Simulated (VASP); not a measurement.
# Ru (P6_3/mmc) in VASP: notebook, part 2 of 2

VASP 6.6.1. The steps go on from the part before.

## (3) Single point, PBEsol (volume 13.108 Å^3 an atom, c/a of the conventional cell 1.5311)

Input file INCAR:

```
  PREC = Accurate
  ENCUT = 520
  EDIFF = 1E-6
  ISMEAR = 0
  SIGMA = 0.15
  LREAL = False
  LASPH = True
  NELM = 60
  ALGO = Fast
  ISIF = 2
  LWAVE = False
  LCHARG = True
  GGA = PS
  LELF = True
  LVHAR = True
  NBANDS = 21
```

Input file KPOINTS:

```
regular mesh
0
Gamma
  21 21 12
```

Input file POSCAR:

```
Ru
1.0
    2.7040252751      0.0000000000      0.0000000000
   -1.3520126375      2.3417545807      0.0000000000
    0.0000000000      0.0000000000      4.1401330987
Ru
2
Direct
    0.3333333333      0.6666666667      0.2500000000
    0.6666666667      0.3333333333      0.7500000000
```

Potentials or basis: VASP PAW PBE potentials, release 64 (Ru_pv).

Command:

```console
> cat potpaw_PBE.64/Ru_pv/POTCAR > POTCAR
> mpirun -np 1 vasp_std > vasp.out
```

OUTCAR:

```text
PREC = Accurate
   ENCUT = 520
   EDIFF = 1E-6
   ISMEAR = 0
   LREAL = False
   LASPH = True
   NELM = 60
   ISIF = 2
   GGA = PS

 ion  position               nearest neighbor table
   1  0.333  0.667  0.250-   2 2.59   2 2.59   2 2.59   2 2.59   2 2.59   2 2.59
   2  0.667  0.333  0.750-   1 2.59   1 2.59   1 2.59   1 2.59   1 2.59   1 2.59

  LATTYP: Found a hexagonal cell.
 ALAT       =     2.7040252751
 C/A-ratio  =     1.5311000000

  Lattice vectors:

[... 766 lines left out ...]

------------------------ aborting loop because EDIFF is reached ----------------------------------------

  FORCE on cell =-STRESS in cart. coord.  units (eV):
  Direction    XX          YY          ZZ          XY          YZ          ZX
  --------------------------------------------------------------------------------------
  -------------------------------------------------------------------------------------
  Total        0.2328977      0.2328977      2.8125378      0.0000000      0.0000000      0.0000000
  in kB       14.2334212     14.2334212    171.8867999      0.0000000      0.0000000      0.0000000
  external PRESSURE =      66.7845474 kB  Pullay stress =       0.0000000 kB

 VOLUME and BASIS-vectors are now :
 -----------------------------------------------------------------------------
  energy-cutoff  :      520.00
  volume of cell :       26.22
      direct lattice vectors                 reciprocal lattice vectors
     2.704025275  0.000000000  0.000000000     0.369819028  0.213515116  0.000000000
    -1.352012637  2.341754581  0.000000000     0.000000000  0.427030231  0.000000000
     0.000000000  0.000000000  4.140133099     0.000000000  0.000000000  0.241538128

 POSITION                                       TOTAL-FORCE (eV/Angst)
 -----------------------------------------------------------------------------------
     -0.00000      1.56117      1.03503        -0.000000      0.000000      0.000000
      1.35201      0.78058      3.10510         0.000000      0.000000      0.000000
 -----------------------------------------------------------------------------------
    total drift:                               -0.000000      0.000000     -0.000000

  FREE ENERGIE OF THE ION-ELECTRON SYSTEM (eV)
  ---------------------------------------------------
  free  energy   TOTEN  =       -20.3156229068 eV

  energy  without entropy=      -20.2975583014  energy(sigma->0) =      -20.30659060
```

OSZICAR:

```text
N       E                     dE             d eps       ncg     rms          rms(c)
DAV:   1     0.287995905381E+03    0.28800E+03   -0.17535E+04 14120   0.149E+03
DAV:   2    -0.158756263087E+02   -0.30387E+03   -0.29436E+03 14437   0.447E+02
DAV:   3    -0.218283277522E+02   -0.59527E+01   -0.59194E+01 16512   0.702E+01
DAV:   4    -0.218719875725E+02   -0.43660E-01   -0.43602E-01 17581   0.577E+00
DAV:   5    -0.218725661232E+02   -0.57855E-03   -0.57432E-03 15989   0.597E-01    0.210E+01
RMM:   6    -0.204313524204E+02    0.14412E+01   -0.30401E+00 14547   0.145E+01    0.569E+00
RMM:   7    -0.203251031291E+02    0.10625E+00   -0.42967E-01 15650   0.489E+00    0.104E+00
RMM:   8    -0.203169401544E+02    0.81630E-02   -0.24709E-02 16055   0.152E+00    0.543E-01
RMM:   9    -0.203155929439E+02    0.13472E-02   -0.31996E-03 16256   0.507E-01    0.825E-02
RMM:  10    -0.203156178636E+02   -0.24920E-04   -0.55473E-04 16690   0.221E-01    0.283E-02
RMM:  11    -0.203156230511E+02   -0.51875E-05   -0.98646E-05 17683   0.682E-02    0.116E-02
RMM:  12    -0.203156235544E+02   -0.50335E-06   -0.13377E-05 16496   0.280E-02    0.300E-03
RMM:  13    -0.203156229068E+02    0.64763E-06   -0.17028E-06 11577   0.972E-03
   1 F= -.20315623E+02 E0= -.20306591E+02  d E =-.180646E-01
```

It took 70 s on 1 thread of Intel Xeon Platinum 8559C (Emerald Rapids), shared host; peak memory 0.25 GiB.

What came out:

| Property | Result |
| --- | --- |
| Free energy | -20.3156 eV |
| Pressure | 6.7 GPa |
| Band gap on the k mesh | zero (band 14 reaches 14.88 eV, above the bottom of band 15 at 11.57 eV) |

Stress tensor (GPa, compression positive):
```
 1.42  0.00  0.00
 0.00  1.42  0.00
 0.00  0.00 17.19
```

Caveat: the PAW data sets were made with another functional, which shifts forces and pressure a little.

## (4) Single point, PBEsol (volume 13.108 Å^3 an atom, c/a of the conventional cell 1.6857)

Input file INCAR:

```
PREC = Accurate
ENCUT = 520
EDIFF = 1E-6
ISMEAR = 0
SIGMA = 0.15
LREAL = False
LASPH = True
NELM = 100
ALGO = Fast
ISIF = 2
LWAVE = False
LCHARG = False
GGA = PS
NBANDS = 21
```

Input file KPOINTS:

```
Automatic mesh
0
Gamma
  21 21 12
```

Input file POSCAR:

```
Ru
1.0
    2.6186965132      0.0000000000      0.0000000000
   -1.3093482566      2.2678577053      0.0000000000
    0.0000000000      0.0000000000      4.4143367124
Ru
2
Direct
    0.3333333333      0.6666666667      0.2500000000
    0.6666666667      0.3333333333      0.7500000000
```

Command:

```console
> cat potpaw_PBE.64/Ru_pv/POTCAR > POTCAR
> mpirun -np 1 vasp_std > vasp.out
```

Run time: 79 s. Hardware: 1 thread of Intel Xeon Platinum 8559C (Emerald Rapids), shared host; peak memory 0.25 GiB.

It converged, with:

```
Free energy            : -20.2231 eV
Pressure               : 6.7 GPa
Band gap on the k mesh : zero (band 14 reaches 15.13 eV, above the bottom of band 15 at 11.88 eV)
```

Stress tensor (GPa, compression positive):
```
 18.03   0.00   0.00
  0.00  18.03   0.00
  0.00   0.00 -15.95
```

Levels at points of the mesh, in eV from the Fermi level:
| k point | band 10 | band 11 | band 12 | band 13 | band 14 | band 15 | band 16 | band 17 | band 18 | band 19 |
| --- | --- | --- | --- | --- | --- | --- | --- | --- | --- | --- |
| (0.00, 0.00, 0.00) | -2.70 | -2.70 | -2.12 | -2.12 | -0.96 | -0.96 | 0.56 | 1.28 | 1.28 | 9.79 |
| (0.00, 0.00, 0.50) | -3.22 | -2.74 | -2.74 | -2.74 | -2.74 | 0.59 | 0.59 | 0.59 | 0.59 | 10.25 |

Caveat: the PAW data sets were made with another functional, which shifts forces and pressure a little.

## (5) Single point, PBEsol (volume 13.108 Å^3 an atom, c/a of the conventional cell 1.6325)

Input file INCAR:

```
SYSTEM = Ru
  PREC = Accurate
  ENCUT = 520
  EDIFF = 1E-6
  ISMEAR = 0
  SIGMA = 0.15
  LREAL = .False.
  LASPH = .True.
  NELM = 100
  ALGO = Fast
  ISIF = 2
  LWAVE = .False.
  LCHARG = .False.
  GGA = PS
  NBANDS = 21
```

Input file KPOINTS:

```
regular mesh
0
Gamma
  21 21 12
  0 0 0
```

Input file POSCAR:

```
Ru
1.0
    2.6468390635      0.0000000000      0.0000000000
   -1.3234195317      2.2922298687      0.0000000000
    0.0000000000      0.0000000000      4.3209647712
Ru
2
Direct
    0.3333333333      0.6666666667      0.2500000000
    0.6666666667      0.3333333333      0.7500000000
```

Command:

```console
> cat potpaw_PBE.64/Ru_pv/POTCAR > POTCAR
> mpirun -np 1 vasp_std > vasp.out
```

Wall time 72 s (1 thread of Intel Xeon Platinum 8559C (Emerald Rapids), shared host); peak memory 0.25 GiB.

It converged, with:

| Property | Result |
| --- | --- |
| Free energy | -20.3120 eV |
| Pressure | 5.8 GPa |
| Band gap on the k mesh | zero (band 14 reaches 15.08 eV, above the bottom of band 15 at 11.79 eV) |

Stress tensor (GPa, compression positive):
```
11.49  0.00  0.00
 0.00 11.49  0.00
 0.00  0.00 -5.53
```

Levels at points of the mesh, in eV from the Fermi level:
| k point | band 10 | band 11 | band 12 | band 13 | band 14 | band 15 | band 16 | band 17 | band 18 | band 19 |
| --- | --- | --- | --- | --- | --- | --- | --- | --- | --- | --- |
| (0.00, 0.00, 0.00) | -2.73 | -2.73 | -2.08 | -2.08 | -1.22 | -1.22 | 0.91 | 1.26 | 1.26 | 10.14 |
| (0.00, 0.00, 0.50) | -3.04 | -2.83 | -2.83 | -2.83 | -2.83 | 0.57 | 0.57 | 0.57 | 0.57 | 10.23 |

Caveat: the PAW data sets were made with another functional, which shifts forces and pressure a little.

## (6) Single point, PBEsol (volume 13.321 Å^3 an atom, c/a of the conventional cell 1.7130)

Input file INCAR:

```
SYSTEM = Ru
PREC = Accurate
ENCUT = 520
EDIFF = 1E-6
ISMEAR = 0
SIGMA = 0.15
LREAL = .FALSE.
LASPH = .TRUE.
NELM = 80
ALGO = Fast
ISIF = 2
LWAVE = .FALSE.
LCHARG = .FALSE.
GGA = PS
NBANDS = 21
```

Input file KPOINTS:

```
Automatic mesh
0
G
  21 21 12
  0 0 0
```

Input file POSCAR:

```
Ru
1.0
    2.6187406107      0.0000000000      0.0000000000
   -1.3093703053      2.2678958948      0.0000000000
    0.0000000000      0.0000000000      4.4859026661
Ru
2
Direct
    0.3333333333      0.6666666667      0.2500000000
    0.6666666667      0.3333333333      0.7500000000
```

Potentials or basis: VASP PAW PBE potentials, release 64 (Ru_pv).

Command:

```console
> cat potpaw_PBE.64/Ru_pv/POTCAR > POTCAR
> mpirun -np 1 vasp_std > vasp.out
```

Wall time 80 s (1 thread of Intel Xeon Platinum 8559C (Emerald Rapids), shared host); peak memory 0.26 GiB.

Results (log left out):

| Property | Result |
| --- | --- |
| Free energy | -20.1681 eV |
| Pressure | 1.6 GPa |
| Band gap on the k mesh | zero (band 14 reaches 14.71 eV, above the bottom of band 15 at 11.67 eV) |

Stress tensor (GPa, compression positive):
```
 15.15   0.00   0.00
  0.00  15.15   0.00
  0.00   0.00 -25.48
```

Levels at points of the mesh, in eV from the Fermi level:
```
           k point  band 11  band 12  band 13  band 14  band 15  band 16  band 17  band 18
(0.00, 0.00, 0.00)    -2.63    -2.10    -2.10    -0.81    -0.81     0.38     1.26     1.26
(0.00, 0.00, 0.50)    -2.64    -2.64    -2.64    -2.64     0.58     0.58     0.58     0.58
```

Caveat: the PAW data sets were made with another functional, which shifts forces and pressure a little.

## (7) Summary

| cell | further INCAR settings | gap on the mesh (eV) | pressure (GPa) |
| --- | --- | --- | --- |
| a = 2.733, b = 2.733, c = 4.053 Å, angles 90.0, 90.0, 120.0°, 2 atoms | ALGO = Fast; EDIFF = 1e-07; NBANDS = 21 | none | 8.4 |
| a = 2.704, b = 2.704, c = 4.140 Å, angles 90.0, 90.0, 120.0°, 2 atoms | ALGO = Fast; EDIFF = 1e-06; NBANDS = 21 | none | 6.7 |
| a = 2.619, b = 2.619, c = 4.414 Å, angles 90.0, 90.0, 120.0°, 2 atoms | ALGO = Fast; EDIFF = 1e-06; NBANDS = 21 | none | 6.7 |
| a = 2.647, b = 2.647, c = 4.321 Å, angles 90.0, 90.0, 120.0°, 2 atoms | ALGO = Fast; EDIFF = 1e-06; NBANDS = 21 | none | 5.8 |
| a = 2.619, b = 2.619, c = 4.486 Å, angles 90.0, 90.0, 120.0°, 2 atoms | ALGO = Fast; EDIFF = 1e-06; NBANDS = 21 | none | 1.6 |

Alike in all rows: task single point; level PBEsol; potentials or basis VASP PAW PBE potentials, release 64 (Ru_pv); no spin polarisation; k mesh 21 × 21 × 12; cutoff (eV) 520; smearing gaussian 0.15 eV.

Caveats: the PAW data sets were made with another functional, which shifts forces and pressure a little.

Absolute energies hang on the potentials; compare differences alone.
